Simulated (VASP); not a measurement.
Crystal: NaH.

```
CELL_PARAMETERS angstrom
2.93239 0.00000 0.00000
0.00000 2.93239 0.00000
0.00000 0.00000 2.93239
ATOMIC_POSITIONS crystal
Na 0.00000 0.00000 0.00000
H 0.50000 0.50000 0.50000
```

Base run:

| Quantity | Value |
| --- | --- |
| Program | VASP 6.6.1 |
| Functional | PBE |
| Potentials or basis | VASP PAW PBE potentials, release 64 (Na_pv, H) |
| Cutoff | 520 eV |
| k mesh | 6 × 6 × 6 |
| Occupations | gaussian, width 0.01 eV |
| Spin | no spin polarisation |

Its results: band gap on the k mesh 1.03 eV, indirect (least direct gap 4.50 eV); pressure 0.8 GPa.

Question: The run is repeated on the same cell with these changes: functional from PBE to r2SCAN; further incar settings from ALGO = Normal; EDIFF = 1e-07; NBANDS = 11 to ALGO = Normal; EDIFF = 1e-06; NBANDS = 11. What comes out?

Answer: Band gap on the k mesh 1.60 eV, indirect (least direct gap 5.16 eV); pressure -0.3 GPa.

Caveats: the PAW data sets were made with another functional, which shifts forces and pressure a little (some runs).

A k mesh can miss the band edges.
